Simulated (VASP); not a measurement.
Write the native input for VASP 6.6.1 that does the following.

```
Task                   : relaxation of cell and atoms
Functional             : PBE
Dispersion             : D3(BJ)
Potentials or basis    : VASP PAW PBE potentials, release 64 (B, P)
Cutoff                 : 600 eV
k mesh                 : 10 × 10 × 10
Occupations            : gaussian, width 0.02 eV
Spin                   : no spin polarisation
Dipole correction      : no
Further INCAR settings : ALGO = Normal; EDIFF = 1e-06; IBRION = 2; EDIFFG = -0.01; NSW = 100; ISIF = 3
```

The structure of BP lies in POSCAR:

```
BP
1.0
    0.0000000000      2.2660722700      2.2660722700
    2.2660722700      0.0000000000      2.2660722700
    2.2660722700      2.2660722700      0.0000000000
B P
1 1
Direct
    0.0000000000      0.0000000000      0.0000000000
    0.2500000000      0.2500000000      0.2500000000
```

One way to write it, as run:

INCAR

```
SYSTEM = BP
PREC = Accurate ; ENCUT = 600
EDIFF = 1E-6 ; ISMEAR = 0
SIGMA = 0.02 ; LREAL = .False.
LASPH = .True. ; NELM = 80
ALGO = Normal ; ISIF = 3
LWAVE = .False. ; LCHARG = .False.
GGA = PE ; IVDW = 12
IBRION = 2 ; NSW = 100
EDIFFG = -0.01
```

KPOINTS

```
regular mesh
0
Gamma
  10 10 10
  0 0 0
```

Potentials or basis: VASP PAW PBE potentials, release 64 (B, P).

Command:

```console
$ cat potpaw_PBE.64/B/POTCAR potpaw_PBE.64/P/POTCAR > POTCAR
$ mpirun -np 1 vasp_std > vasp.out
```

Results of the run:

```yaml
Relaxed_volume: 11.43 Å³/atom
Relaxed_cell: a = 3.186 Å, b = 3.186 Å, c = 3.186 Å, α = 60.00°, β = 60.00°, γ = 60.00°
Space_group_after_relaxing_to_0.05_Å: F-43m (No. 216)
Energy_gained_by_relaxing: 1.9 meV/atom
Ionic_steps: 3
Pressure_after_relaxing: 0.0 GPa
Band_gap_on_the_k_mesh: 1.21 eV, indirect (least direct gap 3.43 eV)
Dispersion_energy_per_atom: -0.331 eV
```

It took 12 s on 1 thread of Intel(R) Xeon(R) 6975P-C (Granite Rapids) (shared host), peak memory 0.16 GiB.
